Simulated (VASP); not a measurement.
# MgB2 (P6/mmm) in VASP: settings compared, part 2 of 3

VASP 6.6.1.

### 4 Single point, PBE

This run uses another cell than the first one, of 9.62 Å³/atom, 1.046 times its volume.

Input file INCAR:

```
ALGO = Normal
EDIFF = 1E-6
ENCUT = 520
GGA = PE
ISIF = 2
ISMEAR = -1
LASPH = True
LCHARG = True
LELF = True
LREAL = False
LVHAR = True
LWAVE = False
NBANDS = 11
NELM = 80
PREC = Accurate
SIGMA = 0.1
```

Input file KPOINTS:

```
k-points
0
Gamma
  12 12 9
```

Input file POSCAR:

```
MgB2
1.0
    3.0764493795      0.0000000000      0.0000000000
   -1.5382246898      2.6642833161      0.0000000000
    0.0000000000      0.0000000000      3.5203028468
Mg B
1 2
Direct
    0.0000000000      0.0000000000      0.0000000000
    0.3333333333      0.6666666667      0.5000000000
    0.6666666667      0.3333333333      0.5000000000
```

Potentials or basis: VASP PAW PBE potentials, release 64 (Mg, B).

Started as:

```console
> cat potpaw_PBE.64/Mg/POTCAR potpaw_PBE.64/B/POTCAR > POTCAR
> mpirun -np 1 vasp_std > vasp.out
```

OUTCAR:

```text
EDIFF = 1E-6
   ENCUT = 520
   GGA = PE
   ISIF = 2
   ISMEAR = -1
   LASPH = True
   LREAL = False
   NELM = 80
   PREC = Accurate

 ion  position               nearest neighbor table
   1  0.000  0.000  0.000-   2 2.50   3 2.50   2 2.50   3 2.50   3 2.50   3 2.50   2 2.50   2 2.50
                             3 2.50   3 2.50   2 2.50   2 2.50
   2  0.333  0.667  0.500-   3 1.78   3 1.78   3 1.78   1 2.50   1 2.50   1 2.50   1 2.50   1 2.50
                             1 2.50
   3  0.667  0.333  0.500-   2 1.78   2 1.78   2 1.78   1 2.50   1 2.50   1 2.50   1 2.50   1 2.50
                             1 2.50

  LATTYP: Found a hexagonal cell.
 ALAT       =     3.0764493795
 C/A-ratio  =     1.1442745882

  Lattice vectors:

 A1 = (   3.0764493795,   0.0000000000,   0.0000000000)
 A2 = (  -1.5382246898,   2.6642833161,   0.0000000000)
 A3 = (   0.0000000000,   0.0000000000,   3.5203028468)

Analysis of symmetry for initial positions (statically):
=====================================================================
 Subroutine PRICEL returns:
 Original cell was already a primitive cell.

 Routine SETGRP: Setting up the symmetry group for a
 hexagonal supercell.

 Subroutine GETGRP returns: Found 24 space group operations
 (whereof 24 operations were pure point group operations)
 out of a pool of 24 trial point group operations.

The static configuration has the point symmetry D_6h.

Analysis of symmetry for dynamics (positions and initial velocities):
=====================================================================
 Subroutine PRICEL returns:
 Original cell was already a primitive cell.

 Routine SETGRP: Setting up the symmetry group for a
 hexagonal supercell.

 Subroutine GETGRP returns: Found 24 space group operations
 (whereof 24 operations were pure point group operations)
 out of a pool of 24 trial point group operations.

The dynamic configuration has the point symmetry D_6h.

 Subroutine INISYM returns: Found 24 space group operations
 (whereof 24 operations are pure point group operations),
 and found     1 'primitive' translations

----------------------------------------------------------------------------------------

                                     Primitive cell

  volume of cell :      28.8543

  direct lattice vectors                    reciprocal lattice vectors
     3.076449380  0.000000000  0.000000000     0.325050042  0.187667729  0.000000000
    -1.538224690  2.664283316  0.000000000     0.000000000  0.375335458  0.000000000
     0.000000000  0.000000000  3.520302847     0.000000000  0.000000000  0.284066469

  length of vectors
     3.076449380  3.076449380  3.520302847     0.375335458  0.375335458  0.284066469

  position of ions in fractional coordinates (direct lattice)
     0.000000000  0.000000000  0.000000000
     0.333333333  0.666666667  0.500000000
     0.666666667  0.333333333  0.500000000

  ion indices of the primitive-cell ions
   primitive index   ion index
                 1           1
                 2           2
                 3           3

----------------------------------------------------------------------------------------

 KPOINTS: k-points

[... 48 lines left out ...]
 [... further k-points ...]
   k-points           NKPTS =     95   k-points in BZ     NKDIM =     95   number of bands    NBANDS=     11
   number of dos      NEDOS =    301   number of ions     NIONS =      3
   total plane-waves  NPLWV =  16128
   dimension x,y,z NGX =    24 NGY =   24 NGZ =   28
   dimension x,y,z NGXF=    48 NGYF=   48 NGZF=   56
   ions per type =               1   2
   NGX,Y,Z   is equivalent  to a cutoff of  12.97, 12.97, 13.22 a.u.
   NGXF,Y,Z  is equivalent  to a cutoff of  25.94, 25.94, 26.45 a.u.
 SYSTEM =  unknown system
   PREC   = accura    normal or accurate (medium, high low for compatibility)
   ISTART =      0    job   : 0-new  1-cont  2-samecut
   ICHARG =      2    charge: 1-file 2-atom 10-const
   ISPIN  =      1    spin polarized calculation?
   LNONCOLLINEAR =      F non collinear calculations
   LSORBIT =      F    spin-orbit coupling
   LASPH  =      T    aspherical Exc in radial PAW
   ENCUT  =  520.0 eV  38.22 Ry    6.18 a.u.   5.72  5.72  6.55*2*pi/ulx,y,z
   NELM   =     80;   NELMIN=  2; NELMDL= -5     # of ELM steps
   EDIFF  = 0.1E-05   stopping-criterion for ELM
   LREAL  =      F    real-space projection
   EDIFFG = 0.1E-04   stopping-criterion for IOM
   NSW    =      0    number of steps for IOM
   IBRION =     -1    ionic relax: 0-MD 1-quasi-New 2-CG
   NFREE  =      0    steps in history (QN), initial steepest desc. (CG)
   ISIF   =      2    stress and relaxation
   ISYM   =      2    0-nonsym 1-usesym 2-fastsym
   POTIM  = 0.5000    time-step for ionic-motion
   TEBEG  =    0.0;   TEEND  =   0.0 temperature during run
   PSTRESS=    0.0 pullay stress
   NELECT =       8.0000    total number of electrons
   NUPDOWN=      -1.0000    fix difference up-down
   EMIN   =  10.00;   EMAX   =-10.00  energy-range for DOS
   EFERMI =   0.00;   METHOD = LEGACY
   ISMEAR =    -1;   SIGMA  =   0.10  broadening in eV -4-tet -1-fermi 0-gaus
   EFERMI_NEDOS =   21; number of points for ismear=-14 and -15
   IALGO  =     38    algorithm
   IMIX   =      4    mixing-type and parameters
     AMIX     =   0.40;   BMIX     =  1.00
     AMIX_MAG =   1.60;   BMIX_MAG =  1.00
  volume/ion in A,a.u.               =       9.62        64.91
  Fermi-wavevector in a.u.,A,eV,Ry     =   1.067501  2.017283 15.504619  1.139557
  Thomas-Fermi vector in A             =   2.203119
   LORBIT       =      0    0 simple, 1 ext, 2 COOP (PROOUT), +10 PAW based schemes
   GGA     = PE    functional components
   LHFCALC =     F    Hartree Fock is set to
   AEXX    =    0.0000 exact exchange contribution
   IVDW    =     0    specifies the selected vdW correction
   LEPSILON=     F    determine dielectric tensor
   LRPA    =     F    only Hartree local field effects (RPA)
 non-spin polarized calculation
  energy-cutoff  :      520.00
  volume of cell :       28.85
 maximum number of plane-waves:       788
 NGX is ok and might be reduce to    24
   NGX = 11   NGY = 11   NGZ = 13

 number of electron       8.0000000 magnetization

 Free energy of the ion-electron system (eV)
  ---------------------------------------------------
  ext. energy  EPLUGINS =         0.00000000
  ---------------------------------------------------
  free energy    TOTEN  =       -15.33601296 eV

  energy without entropy =      -15.31482249  energy(sigma->0) =      -15.32541773

 E-fermi :   5.2736     XC(G=0): -10.9362

 val. band max:        5.2517961411   @ k =   0.4167   0.1667   0.1111
 cond. band min:       5.3210155716   @ k =   0.2500   0.2500   0.4444
 fundamental gap:      0.0692194305
 Fermi energy:         5.2736078231

 k-point     1 :       0.0000    0.0000    0.0000
  band No.  band energies     occupation
      1      -7.1515      2.00000
      2       2.3368      2.00000
      3       5.6715      0.03673
      4       5.6715      0.03673
      5       6.9467      0.00000
      6      11.6471      0.00000
      7      11.6471      0.00000
      8      13.4781      0.00000
      9      15.2985      0.00000
     10      18.0497      0.00000
     11      21.5046      0.00000
[... 309 lines left out ...]
 k-point    24 :       0.3333    0.0000    0.1111
  band No.  band energies     occupation
      1      -5.1481      2.00000
      2       0.2710      2.00000
      3       3.4158      2.00000
      4       3.6056      2.00000
      5       9.1087      0.00000
      6       9.9521      0.00000
      7      10.7513      0.00000
      8      14.7671      0.00000
      9      17.2574      0.00000
     10      18.0362      0.00000
     11      18.1601      0.00000

 [... further k-points ...]

------------------------ aborting loop because EDIFF is reached ----------------------------------------

  FORCE on cell =-STRESS in cart. coord.  units (eV):
  Direction    XX          YY          ZZ          XY          YZ          ZX
  --------------------------------------------------------------------------------------
  -------------------------------------------------------------------------------------
  Total       -0.0303564     -0.0303564     -0.0746375      0.0000000     -0.0000000     -0.0000000
  in kB       -1.6855866     -1.6855866     -4.1443586      0.0000000     -0.0000000     -0.0000000
  external PRESSURE =      -2.5051773 kB  Pullay stress =       0.0000000 kB

 VOLUME and BASIS-vectors are now :
 -----------------------------------------------------------------------------
  energy-cutoff  :      520.00
  volume of cell :       28.85
      direct lattice vectors                 reciprocal lattice vectors
     3.076449380  0.000000000  0.000000000     0.325050042  0.187667729  0.000000000
    -1.538224690  2.664283316  0.000000000     0.000000000  0.375335458  0.000000000
     0.000000000  0.000000000  3.520302847     0.000000000  0.000000000  0.284066469

 POSITION                                       TOTAL-FORCE (eV/Angst)
 -----------------------------------------------------------------------------------
      0.00000      0.00000      0.00000         0.000000      0.000000      0.000000
     -0.00000      1.77619      1.76015        -0.000000      0.000000     -0.000000
      1.53822      0.88809      1.76015         0.000000     -0.000000      0.000000
 -----------------------------------------------------------------------------------
    total drift:                                0.000000     -0.000000      0.000000

  FREE ENERGIE OF THE ION-ELECTRON SYSTEM (eV)
  ---------------------------------------------------
  free  energy   TOTEN  =       -15.3360129568 eV

  energy  without entropy=      -15.3148224939  energy(sigma->0) =      -15.32541773
```

OSZICAR:

```text
N       E                     dE             d eps       ncg     rms          rms(c)
DAV:   1     0.415492714040E+01    0.41549E+01   -0.37767E+03  2242   0.607E+02
DAV:   2    -0.164767859358E+02   -0.20632E+02   -0.19340E+02  2679   0.107E+02
DAV:   3    -0.170300699849E+02   -0.55328E+00   -0.54932E+00  2705   0.142E+01
DAV:   4    -0.170313991874E+02   -0.13292E-02   -0.13291E-02  2405   0.765E-01
DAV:   5    -0.170314043238E+02   -0.51363E-05   -0.51365E-05  2614   0.494E-02    0.526E+00
DAV:   6    -0.155842777296E+02    0.14471E+01   -0.17992E+00  2380   0.622E+00    0.251E+00
DAV:   7    -0.153418817257E+02    0.24240E+00   -0.97048E-01  2414   0.455E+00    0.770E-01
DAV:   8    -0.153471772022E+02   -0.52955E-02   -0.11555E-01  2344   0.181E+00    0.418E-01
DAV:   9    -0.153361823671E+02    0.10995E-01   -0.24958E-02  2297   0.721E-01    0.748E-02
DAV:  10    -0.153360231867E+02    0.15918E-03   -0.17501E-03  2568   0.228E-01    0.263E-02
DAV:  11    -0.153360131225E+02    0.10064E-04   -0.82270E-05  2331   0.547E-02    0.343E-03
DAV:  12    -0.153360129568E+02    0.16568E-06   -0.27826E-06  2363   0.878E-03
   1 F= -.15336013E+02 E0= -.15325418E+02  d E =-.211905E-01
```

It took 13 s on 1 thread of AMD EPYC 9R45 (Zen 5), shared host; peak memory 0.13 GiB.

Results:

```yaml
Free_energy: -15.3360 eV
Pressure: -0.3 GPa
Band_gap_on_the_k_mesh: zero (band 4 reaches 7.10 eV, above the bottom of band 5 at 3.39 eV)
```

Levels at points of the mesh, in eV from the Fermi level:
```csv
k point,band 2,band 3,band 4,band 5,band 6,band 7
"(0.00, 0.00, 0.00)",-2.94,0.40,0.40,1.67,6.37,6.37
"(0.50, 0.00, 0.00)",-7.82,-2.15,0.23,3.11,3.93,5.36
```

(Part 2 of 3 ends here.)
